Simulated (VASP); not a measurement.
# CaI (P-6m2) in VASP: a series of runs

Runs on CaI. Level: PBE. Tasks: single point.

All numbers are computed with VASP 6.6.1; they aren't measurements. Logs are shortened: lines on timing, memory, paths and dates and some standing lists are left out, and cuts for length are marked.

**1. The cell of the first run**

The structure is hexagonal, space group P-6m2 (No. 187). Conventional cell: a = 4.201 Å, b = 4.201 Å, c = 4.636 Å, α = 90.00°, β = 90.00°, γ = 120.00°. Within 4.4 Å of Ca (site symmetry -6m2) lie 6 I at 3.36 Å and 6 Ca at 4.20 Å. I (site symmetry -6m2) has 6 Ca at 3.36 Å and 6 I at 4.20 Å within 4.4 Å.

**2. Single point, PBE**

INCAR reads:

```
SYSTEM = CaI
  PREC = Accurate
  ENCUT = 520
  EDIFF = 1E-7
  ISMEAR = 1
  SIGMA = 0.1
  LREAL = .FALSE.
  LASPH = .TRUE.
  NELM = 60
  ALGO = Normal
  ISIF = 2
  LWAVE = .FALSE.
  LCHARG = .FALSE.
  GGA = PE
  NBANDS = 16
```

KPOINTS reads:

```
Automatic mesh
0
G
  8 8 6
  0 0 0
```

POSCAR reads:

```
CaI
1.0
    4.2013896789      0.0000000000      0.0000000000
   -2.1006948395      3.6385107353      0.0000000000
    0.0000000000      0.0000000000      4.6364494454
Ca I
1 1
Direct
    0.0000000000      0.0000000000      0.5000000000
    0.6666666667      0.3333333333      0.0000000000
```

Potentials or basis: VASP PAW PBE potentials, release 64 (Ca_sv, I).

The run is started by

```sh
$ cat potpaw_PBE.64/Ca_sv/POTCAR potpaw_PBE.64/I/POTCAR > POTCAR
$ mpirun -np 1 vasp_std > vasp.out
```

OUTCAR:

```text
SYSTEM = CaI
   PREC = Accurate
   ENCUT = 520
   EDIFF = 1E-7
   ISMEAR = 1
   LREAL = .FALSE.
   LASPH = .TRUE.
   NELM = 60
   ISIF = 2
   GGA = PE

 ion  position               nearest neighbor table
   1  0.000  0.000  0.500-   2 3.36   2 3.36   2 3.36   2 3.36   2 3.36   2 3.36
   2  0.667  0.333  0.000-   1 3.36   1 3.36   1 3.36   1 3.36   1 3.36   1 3.36

  LATTYP: Found a hexagonal cell.
 ALAT       =     4.2013896789
 C/A-ratio  =     1.1035513960

  Lattice vectors:

 A1 = (   4.2013896789,   0.0000000000,   0.0000000000)
 A2 = (  -2.1006948395,   3.6385107353,   0.0000000000)
 A3 = (   0.0000000000,   0.0000000000,   4.6364494454)

Analysis of symmetry for initial positions (statically):
=====================================================================
 Subroutine PRICEL returns:
 Original cell was already a primitive cell.

 Routine SETGRP: Setting up the symmetry group for a
 hexagonal supercell.

 Subroutine GETGRP returns: Found 12 space group operations
 (whereof 12 operations were pure point group operations)
 out of a pool of 24 trial point group operations.

The static configuration has the point symmetry D_3h.

Analysis of symmetry for dynamics (positions and initial velocities):
=====================================================================
 Subroutine PRICEL returns:
 Original cell was already a primitive cell.

 Routine SETGRP: Setting up the symmetry group for a
 hexagonal supercell.

 Subroutine GETGRP returns: Found 12 space group operations
 (whereof 12 operations were pure point group operations)
 out of a pool of 24 trial point group operations.

The dynamic configuration has the point symmetry D_3h.

 Subroutine INISYM returns: Found 12 space group operations
 (whereof 12 operations are pure point group operations),
 and found     1 'primitive' translations

----------------------------------------------------------------------------------------

                                     Primitive cell

  volume of cell :      70.8765

  direct lattice vectors                    reciprocal lattice vectors
     4.201389679  0.000000000  0.000000000     0.238016484  0.137418861  0.000000000
    -2.100694840  3.638510735  0.000000000     0.000000000  0.274837721  0.000000000
     0.000000000  0.000000000  4.636449445     0.000000000  0.000000000  0.215682283

  length of vectors
     4.201389679  4.201390148  4.636449445     0.274837752  0.274837721  0.215682283

  position of ions in fractional coordinates (direct lattice)
     0.000000000  0.000000000  0.500000000
     0.666666667  0.333333333  0.000000000

  ion indices of the primitive-cell ions
   primitive index   ion index
                 1           1
                 2           2

----------------------------------------------------------------------------------------

 KPOINTS: Automatic mesh

Automatic generation of k-mesh.
 Grid dimensions read from file:
 generate k-points for:    8    8    6

 Generating k-lattice:

  Cartesian coordinates                     Fractional coordinates (reciprocal lattice)
     0.029752061  0.017177358  0.000000000     0.125000000 -0.000000000  0.000000000
     0.000000000  0.034354715  0.000000000     0.000000000  0.125000000  0.000000000
     0.000000000  0.000000000  0.035947047     0.000000000  0.000000000  0.166666667

  Length of vectors
     0.034354719  0.034354715  0.035947047

  Shift w.r.t. Gamma in fractional coordinates (k-lattice)
     0.000000000  0.000000000  0.000000000

 Subroutine IBZKPT returns following result:
 ===========================================

 Found     40 irreducible k-points:

 Following reciprocal coordinates:
            Coordinates               Weight
  0.000000  0.000000  0.000000      1.000000
  0.125000 -0.000000  0.000000      6.000000
  0.250000 -0.000000  0.000000      6.000000
  0.375000  0.000000  0.000000      6.000000
  0.500000 -0.000000  0.000000      3.000000
  0.125000  0.125000  0.000000      6.000000
[... 16 lines left out ...]
  0.250000 -0.000000  0.333333     12.000000
  0.375000  0.000000  0.333333     12.000000
 [... further k-points ...]
   k-points           NKPTS =     40   k-points in BZ     NKDIM =     40   number of bands    NBANDS=     16
   number of dos      NEDOS =    301   number of ions     NIONS =      2
   total plane-waves  NPLWV =  36864
   dimension x,y,z NGX =    32 NGY =   32 NGZ =   36
   dimension x,y,z NGXF=    64 NGYF=   64 NGZF=   72
   ions per type =               1   1
   NGX,Y,Z   is equivalent  to a cutoff of  12.66, 12.66, 12.91 a.u.
   NGXF,Y,Z  is equivalent  to a cutoff of  25.32, 25.32, 25.82 a.u.
 SYSTEM =  CaI
   PREC   = accura    normal or accurate (medium, high low for compatibility)
   ISTART =      0    job   : 0-new  1-cont  2-samecut
   ICHARG =      2    charge: 1-file 2-atom 10-const
   ISPIN  =      1    spin polarized calculation?
   LNONCOLLINEAR =      F non collinear calculations
   LSORBIT =      F    spin-orbit coupling
   LASPH  =      T    aspherical Exc in radial PAW
   ENCUT  =  520.0 eV  38.22 Ry    6.18 a.u.   7.81  7.81  8.62*2*pi/ulx,y,z
   NELM   =     60;   NELMIN=  2; NELMDL= -5     # of ELM steps
   EDIFF  = 0.1E-06   stopping-criterion for ELM
   LREAL  =      F    real-space projection
   EDIFFG = 0.1E-05   stopping-criterion for IOM
   NSW    =      0    number of steps for IOM
   IBRION =     -1    ionic relax: 0-MD 1-quasi-New 2-CG
   NFREE  =      0    steps in history (QN), initial steepest desc. (CG)
   ISIF   =      2    stress and relaxation
   ISYM   =      2    0-nonsym 1-usesym 2-fastsym
   POTIM  = 0.5000    time-step for ionic-motion
   TEBEG  =    0.0;   TEEND  =   0.0 temperature during run
   PSTRESS=    0.0 pullay stress
   NELECT =      17.0000    total number of electrons
   NUPDOWN=      -1.0000    fix difference up-down
   EMIN   =  10.00;   EMAX   =-10.00  energy-range for DOS
   EFERMI =   0.00;   METHOD = LEGACY
   ISMEAR =     1;   SIGMA  =   0.10  broadening in eV -4-tet -1-fermi 0-gaus
   EFERMI_NEDOS =   21; number of points for ismear=-14 and -15
   IALGO  =     38    algorithm
   IMIX   =      4    mixing-type and parameters
     AMIX     =   0.40;   BMIX     =  1.00
     AMIX_MAG =   1.60;   BMIX_MAG =  1.00
  volume/ion in A,a.u.               =      35.44       239.15
  Fermi-wavevector in a.u.,A,eV,Ry     =   1.017163  1.922159 14.076859  1.034620
  Thomas-Fermi vector in A             =   2.150548
   LORBIT       =      0    0 simple, 1 ext, 2 COOP (PROOUT), +10 PAW based schemes
   GGA     = PE    functional components
   LHFCALC =     F    Hartree Fock is set to
   AEXX    =    0.0000 exact exchange contribution
   IVDW    =     0    specifies the selected vdW correction
   LEPSILON=     F    determine dielectric tensor
   LRPA    =     F    only Hartree local field effects (RPA)
 non-spin polarized calculation
 Methfessel and Paxton  Order N= 1 SIGMA  =   0.10
  energy-cutoff  :      520.00
  volume of cell :       70.88
 maximum number of plane-waves:      1924
 NGX is ok and might be reduce to    32
   NGX = 15   NGY = 15   NGZ = 17

 number of electron      17.0000000 magnetization

 Free energy of the ion-electron system (eV)
  ---------------------------------------------------
  ext. energy  EPLUGINS =         0.00000000
  ---------------------------------------------------
  free energy    TOTEN  =        -5.39002892 eV

  energy without entropy =       -5.39018650  energy(sigma->0) =       -5.39008145

 E-fermi :   5.3004     XC(G=0):  -8.5380

 val. band max:        5.2810142483   @ k =   0.5000  -0.0000   0.1667
 cond. band min:       5.3110817261   @ k =   0.2500   0.1250   0.3333
 fundamental gap:      0.0300674778
 Fermi energy:         5.3004190678

 k-point     1 :       0.0000    0.0000    0.0000
  band No.  band energies     occupation
      1     -37.2672      2.00000
      2     -18.3213      2.00000
      3     -18.2303      2.00000
      4     -18.2303      2.00000
      5      -9.7158      2.00000
      6       0.5404      2.00000
[... 8 lines left out ...]
     15      10.1849      0.00000
     16      10.5770      0.00000

 k-point     2 :       0.1250   -0.0000    0.0000
  band No.  band energies     occupation
      1     -37.2667      2.00000
      2     -18.3200      2.00000
      3     -18.2389      2.00000
      4     -18.2323      2.00000
      5      -9.6558      2.00000
      6       0.5621      2.00000
[... 8 lines left out ...]
     15       9.8951      0.00000
     16      10.9440      0.00000

 k-point     3 :       0.2500   -0.0000    0.0000
  band No.  band energies     occupation
      1     -37.2654      2.00000
      2     -18.3167      2.00000
      3     -18.2597      2.00000
      4     -18.2370      2.00000
      5      -9.5046      2.00000
      6       0.1028      2.00000
[... 8 lines left out ...]
     15       9.9793      0.00000
     16      10.8390      0.00000

 k-point     4 :       0.3750    0.0000    0.0000
  band No.  band energies     occupation
      1     -37.2642      2.00000
      2     -18.3134      2.00000
      3     -18.2802      2.00000
      4     -18.2417      2.00000
      5      -9.3425      2.00000
      6      -0.6578      2.00000
[... 8 lines left out ...]
     15       9.6206      0.00000
     16      10.5388      0.00000

 k-point     5 :       0.5000   -0.0000    0.0000
  band No.  band energies     occupation
      1     -37.2637      2.00000
      2     -18.3121      2.00000
      3     -18.2886      2.00000
      4     -18.2437      2.00000
      5      -9.2718      2.00000
      6      -0.9397      2.00000
[... 8 lines left out ...]
     15       8.8909      0.00000
     16      10.5359      0.00000

 k-point     6 :       0.1250    0.1250    0.0000
  band No.  band energies     occupation
      1     -37.2658      2.00000
      2     -18.3177      2.00000
      3     -18.2527      2.00000
      4     -18.2365      2.00000
      5      -9.5500      2.00000
      6       0.4069      2.00000
[... 8 lines left out ...]
     15       9.8864      0.00000
     16      11.0119      0.00000

 k-point     7 :       0.2500    0.1250    0.0000
  band No.  band energies     occupation
      1     -37.2645      2.00000
      2     -18.3144      2.00000
      3     -18.2712      2.00000
      4     -18.2434      2.00000
      5      -9.3918      2.00000
      6      -0.3281      2.00000
[... 8 lines left out ...]
     15      10.0047      0.00000
     16      10.5054      0.00000

 k-point     8 :       0.3750    0.1250    0.0000
  band No.  band energies     occupation
      1     -37.2637      2.00000
      2     -18.3121      2.00000
      3     -18.2841      2.00000
      4     -18.2483      2.00000
      5      -9.2730      2.00000
      6      -0.7819      2.00000
[... 8 lines left out ...]
     15       9.3558      0.00000
     16      10.3948      0.00000

 k-point     9 :       0.2500    0.2500    0.0000
  band No.  band energies     occupation
      1     -37.2637      2.00000
      2     -18.3121      2.00000
      3     -18.2778      2.00000
      4     -18.2545      2.00000
      5      -9.2743      2.00000
      6      -0.5507      2.00000
[... 8 lines left out ...]
     15       9.9890      0.00000
     16      10.2072      0.00000
[... 172 lines left out ...]
 k-point    19 :       0.2500    0.2500    0.1667
  band No.  band energies     occupation
      1     -37.2635      2.00000
      2     -18.3161      2.00000
      3     -18.2765      2.00000
      4     -18.2539      2.00000
      5      -9.2605      2.00000
      6      -0.4718      2.00000
[... 8 lines left out ...]
     15       9.0866      0.00000
     16      10.4540      0.00000

 k-point    20 :       0.3750    0.2500    0.1667
  band No.  band energies     occupation
      1     -37.2632      2.00000
      2     -18.3149      2.00000
      3     -18.2772      2.00000
      4     -18.2604      2.00000
      5      -9.2139      2.00000
      6      -0.4921      2.00000
[... 8 lines left out ...]
     15       9.5648      0.00000
     16      10.4297      0.00000

 k-point    21 :       0.0000    0.0000    0.3333
  band No.  band energies     occupation
      1     -37.2668      2.00000
      2     -18.3392      2.00000
      3     -18.2293      2.00000
      4     -18.2293      2.00000
      5      -9.5757      2.00000
      6      -0.8231      2.00000
[... 8 lines left out ...]
     15       9.6915      0.00000
     16      11.5489      0.00000

 k-point    22 :       0.1250   -0.0000    0.3333
  band No.  band energies     occupation
      1     -37.2663      2.00000
      2     -18.3370      2.00000
      3     -18.2374      2.00000
      4     -18.2312      2.00000
      5      -9.5290      2.00000
      6      -0.7213      2.00000
[... 8 lines left out ...]
     15       9.6539      0.00000
     16      10.9639      0.00000

 k-point    23 :       0.2500   -0.0000    0.3333
  band No.  band energies     occupation
      1     -37.2651      2.00000
      2     -18.3316      2.00000
      3     -18.2569      2.00000
      4     -18.2357      2.00000
      5      -9.4115      2.00000
      6      -0.4666      2.00000
[... 8 lines left out ...]
     15       9.4985      0.00000
     16      10.9609      0.00000

 k-point    24 :       0.3750    0.0000    0.3333
  band No.  band energies     occupation
      1     -37.2638      2.00000
      2     -18.3263      2.00000
      3     -18.2763      2.00000
      4     -18.2403      2.00000
      5      -9.2860      2.00000
      6      -0.4264      2.00000
[... 8 lines left out ...]
     15       9.2937      0.00000
     16      10.3179      0.00000

 [... further k-points ...]
[... 5 lines left out ...]
  --------------------------------------------------------------------------------------
  -------------------------------------------------------------------------------------
  Total       -0.4574648     -0.4574650     -0.2361678      0.0000000      0.0000000     -0.0000000
  in kB      -10.3410858    -10.3410889     -5.3386218      0.0000000      0.0000000     -0.0000000
  external PRESSURE =      -8.6735989 kB  Pullay stress =       0.0000000 kB

 VOLUME and BASIS-vectors are now :
 -----------------------------------------------------------------------------
  energy-cutoff  :      520.00
  volume of cell :       70.88
      direct lattice vectors                 reciprocal lattice vectors
     4.201389679  0.000000000  0.000000000     0.238016484  0.137418861  0.000000000
    -2.100694840  3.638510735  0.000000000     0.000000000  0.274837721  0.000000000
     0.000000000  0.000000000  4.636449445     0.000000000  0.000000000  0.215682283

 POSITION                                       TOTAL-FORCE (eV/Angst)
 -----------------------------------------------------------------------------------
      0.00000      0.00000      2.31822         0.000000     -0.000000      0.000000
      2.10069      1.21284      0.00000        -0.000000      0.000000      0.000000
 -----------------------------------------------------------------------------------
    total drift:                               -0.000000     -0.000002      0.000000

  FREE ENERGIE OF THE ION-ELECTRON SYSTEM (eV)
  ---------------------------------------------------
  free  energy   TOTEN  =        -5.3900289172 eV

  energy  without entropy=       -5.3901865027  energy(sigma->0) =       -5.39008145
```

Wall time 31 s (1 thread of Intel Xeon Platinum 8259CL at 2.50GHz (Skylake/Cascade Lake), shared host); peak memory 0.21 GiB.

Results:

- Free energy: -5.3900 eV
- Pressure: -0.9 GPa
- Band gap on the k mesh: zero (an odd number of electrons rules out a gap without spin polarisation)

Levels at points of the mesh, in eV from the Fermi level:
| k point | band 5 | band 6 | band 7 | band 8 | band 9 | band 10 | band 11 | band 12 | band 13 | band 14 |
| --- | --- | --- | --- | --- | --- | --- | --- | --- | --- | --- |
| (0.00, 0.00, 0.00) | -15.02 | -4.76 | -3.65 | -3.65 | -1.49 | 0.58 | 2.15 | 2.15 | 2.36 | 2.36 |
| (0.50, 0.00, 0.00) | -14.57 | -6.24 | -4.59 | -4.12 | -0.08 | 1.01 | 1.93 | 2.10 | 2.77 | 3.11 |
| (0.00, 0.00, 0.50) | -14.83 | -6.44 | -3.55 | -3.55 | 1.31 | 1.45 | 1.45 | 2.12 | 2.14 | 2.14 |
| (0.50, 0.00, 0.50) | -14.52 | -5.85 | -5.51 | -4.24 | -0.52 | 1.62 | 2.21 | 3.05 | 3.25 | 3.40 |

Caveat: spin-orbit coupling is left out, which moves the levels of the heavy elements; an odd number of electrons without spin polarisation forces a metal; a magnetic or distorted state may lie lower.

(Part 1 of 2 ends here.)
